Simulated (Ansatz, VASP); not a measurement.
## C in VASP and in Ansatz

Contents of INCAR:

```
SYSTEM = C
PREC     = Accurate       ! precision mode
ENCUT    = 520            ! plane-wave cutoff, eV
EDIFF    = 1E-7           ! SCF threshold, eV
ISMEAR   = -1             ! smearing method
SIGMA    = 0.05           ! smearing width, eV
LREAL    = .FALSE.        ! projectors in reciprocal space
LASPH    = .TRUE.         ! aspherical terms in the spheres
NELM     = 80             ! most SCF steps
ALGO     = Normal         ! electronic algorithm
ISIF     = 2              ! what is computed and relaxed
LWAVE    = .FALSE.        ! write WAVECAR
LCHARG   = .FALSE.        ! write CHGCAR
GGA      = PE             ! functional
NBANDS   = 11             ! bands
```

The input KPOINTS:

```
regular mesh
0
G
  9 9 9
  0 0 0
```

POSCAR

```
C
1.0
    0.0000000000      2.1270000000      3.3480000000
    1.2280000000      0.0000000000      3.3480000000
    1.2280000000      2.1270000000      0.0000000000
C
2
Direct
    0.1666700000      0.8333300000      0.1666700000
    0.8333300000      0.1666700000      0.8333300000
```

Input for Ansatz:

```yaml
crystal:
  lattice:
    - [0.0, 2.127, 3.348]
    - [1.228, 0.0, 3.348]
    - [1.228, 2.127, 0.0]
  atoms:
    - { symbol: C, position: [0.16667, 0.83333, 0.16667] }
    - { symbol: C, position: [0.83333, 0.16667, 0.83333] }
kpoints:
  mp_grid: { grid: [9, 9, 9] }
scf:
  occupations: { method: fermi_dirac, width: 0.05 }
hamiltonian:
  xc: pbe
  pseudopotentials: { kind: all_electron, lapw: { basis_error: 0.00025 } }
output:
  forces: true
  stress: true
  eigenvalues: true
```

Alike in both runs: task single point; functional PBE; k mesh 9 × 9 × 9; occupations fermi-dirac, width 0.05 eV; no spin polarisation.

|  | VASP | Ansatz |
| --- | --- | --- |
| version | VASP 6.6.1 | Ansatz 0.2.0 |
| potentials or method | VASP PAW PBE potentials, release 64 (C), cutoff 520 eV | all-electron LAPW, scalar-relativistic |

Ansatz gave:

- pressure (GPa): 4.5
- traceless stress, the component that is largest in VASP (GPa): -0.92
- rms of the force components (eV/Å): 0.013

**Question.** Which values does VASP return?

**Answer.** Pressure (GPa): 5.1; traceless stress, the component that is largest in VASP (GPa): -1.53; rms of the force components (eV/Å): 0.013.

Atom by atom the forces differ by 0.000 eV/Å (rms over components). Ansatz ran all-electron here, and VASP with PAW potentials.
